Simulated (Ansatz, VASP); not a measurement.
**RbAgBr2: VASP beside Ansatz**

INCAR

```
ALGO = Normal ; EDIFF = 1E-6
ENCUT = 630 ; GGA = PE
GGA_COMPAT = F ; ISIF = 2
ISMEAR = -1 ; LASPH = T
LCHARG = F ; LREAL = F
LWAVE = F ; NBANDS = 29
NELM = 120 ; PREC = Accurate
SIGMA = 0.05
```

Contents of KPOINTS:

```
k-points
0
Gamma
  4 4 4
```

The input POSCAR:

```
RbAgBr2
1.0
    4.5179929797      0.0000000000      0.0000000000
    0.0000000000      4.5179929797      0.0000000000
    0.0000000000      0.0000000000      6.3563246931
Rb Br Ag
1 2 1
Direct
    0.0000000000      0.0000000000      0.0000000000
    0.0000000000      0.0000000000      0.5000000000
    0.5000000000      0.5000000000      0.0000000000
    0.5000000000      0.5000000000      0.5000000000
```

Input for Ansatz:

```yaml
crystal:
  lattice:
    - [4.5179929797, 0.0, 0.0]
    - [0.0, 4.5179929797, 0.0]
    - [0.0, 0.0, 6.3563246931]
  atoms:
    - { symbol: Rb, position: [0.0, 0.0, 0.0] }
    - { symbol: Br, position: [0.0, 0.0, 0.5] }
    - { symbol: Ag, position: [0.5, 0.5, 0.5] }
    - { symbol: Br, position: [0.5, 0.5, 0.0] }
kpoints:
  mp_grid: { grid: [4, 4, 4] }
hamiltonian:
  xc: pbe
scf:
  occupations: { method: fermi_dirac, width: 0.05 }
  n_extra_bands: 5
output:
  forces: true
  stress: true
  eigenvalues: true
```

Alike in both runs: task single point; functional PBE; k mesh 4 × 4 × 4; occupations fermi-dirac, width 0.05 eV; no spin polarisation.

|  | VASP | Ansatz |
| --- | --- | --- |
| version | VASP 6.6.1 | Ansatz 0.2.0 |
| potentials or method | VASP PAW PBE potentials, release 64 (Rb_sv, Br, Ag_sv_GW) | plane waves |
| plane-wave cutoff (eV) | 630 | 420 |
| valence electrons in the cell | 42 | 42 |

|  | VASP | Ansatz | Ansatz less VASP |
| --- | --- | --- | --- |
| pressure (GPa) | 0.8 | 0.8 | +0.01 |
